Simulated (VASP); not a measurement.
Crystal: TbSi3W2.

```
CELL_PARAMETERS angstrom
2.22359 1.28379 6.57946
-2.22359 1.28379 6.57946
0.00000 -2.56758 6.57946
ATOMIC_POSITIONS crystal
Tb 0.50000 0.50000 0.50000
Si 0.50000 0.50000 0.00000
Si 0.00000 0.50000 0.50000
Si 0.50000 0.00000 0.50000
W 0.79880 0.79880 0.79880
W 0.20120 0.20120 0.20120
```

The cell was generated, and may not be a known phase.

| Quantity | Value |
| --- | --- |
| Program | VASP 6.6.1 |
| Task | relaxation of cell and atoms |
| Functional | PBE |
| Potentials or basis | VASP PAW PBE potentials, release 64 (Tb_3, Si, W_sv), 4f in core |
| Cutoff | 500 eV |
| k mesh | 4 × 4 × 4 |
| Occupations | gaussian, width 0.2 eV |
| Spin | no spin polarisation |

At the start: pressure 13.5 GPa; volume 18.78 Å³/atom.

Task: Where does the relaxation end?

Result: Over 9 steps the energy falls by 803.2 meV/atom and the volume is 19.75 Å³/atom (+5.1 %); space group R-3m (No. 166, to 0.1 Å) before and after.

The path:
```tsv
step	energy change (eV)	largest force (eV/Å)	pressure (GPa)	volume (Å³)
1	0.0000	0.8973	13.49	112.69
2	-3.5107	1.3440	-13.83	136.41
3	-3.4717	1.1121	-12.35	132.96
4	-4.3912	2.0815	12.68	110.57
5	-4.7957	0.3081	0.82	117.47
6	-4.7954	0.3723	1.26	117.16
7	-4.8152	0.2291	0.35	118.13
8	-4.8169	0.1658	-0.02	118.54
9	-4.8191	0.0702	-0.32	118.47
```

Final structure:
```cif
data_structure
_symmetry_space_group_name_H-M 'P 1'
_symmetry_Int_Tables_number 1
_cell_length_a 5.8842
_cell_length_b 5.8842
_cell_length_c 5.8842
_cell_angle_alpha 52.436
_cell_angle_beta 52.436
_cell_angle_gamma 52.436
_cell_volume 118.47
loop_
_atom_site_label
_atom_site_type_symbol
_atom_site_fract_x
_atom_site_fract_y
_atom_site_fract_z
_atom_site_occupancy
Tb1 Tb 0.50000 0.50000 0.50000 1
Si1 Si 0.50000 0.50000 0.00000 1
Si2 Si 0.00000 0.50000 0.50000 1
Si3 Si 0.50000 0.00000 0.50000 1
W1 W 0.79620 0.79620 0.79620 1
W2 W 0.20380 0.20380 0.20380 1
```

Caveat: the k points lie up to 0.36 Å⁻¹ apart in the final cell, too coarse for converged energies and pressures of a metal; a cell axis changed by over 15 % at a fixed basis, so the end point is rough; an odd number of electrons without spin polarisation forces a metal; a magnetic or distorted state may lie lower; the relaxation stopped at a loose force limit of 0.08 eV/Å, so its end isn't a converged minimum.
